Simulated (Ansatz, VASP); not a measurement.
## Cu: VASP beside Ansatz

```xyz
4
Lattice="2.2219 -1.2832 0.0099 2.2219 1.2832 0.0099 -1.5047 0.0000 8.3841" Properties=species:S:1:pos:R:3 pbc="T T T"
Cu    0.7381    0.0000    1.0492
Cu    2.2010    0.0000    7.3546
Cu    0.7252    0.0000    5.2512
Cu    2.2139    0.0000    3.1525
```

Alike in both runs: functional PBE; k mesh 20 × 20 × 6; occupations gaussian, width 0.1 eV; no spin polarisation.

Ansatz relaxed the structure, and its values are those at the end. VASP's run is a single point on that final structure, the one shown.

```csv
,VASP,Ansatz
version,VASP 6.6.1,Ansatz 0.2.0
potentials or method,"VASP PAW PBE potentials, release 64 (Cu), cutoff 520 eV","scalar-relativistic, plane waves, PAW"
valence electrons in the cell,44,76
```

```tsv
	VASP	Ansatz	Ansatz less VASP
gap on the k mesh at the Fermi level (eV)	none	none	-
pressure (GPa)	0.5	0.0	-0.52
```

A gap of «none» marks a metal or a gap that the smearing closes. VASP's potentials hold 44 valence electrons a cell and Ansatz's 76, so a difference there can come from the potentials and not from the codes.
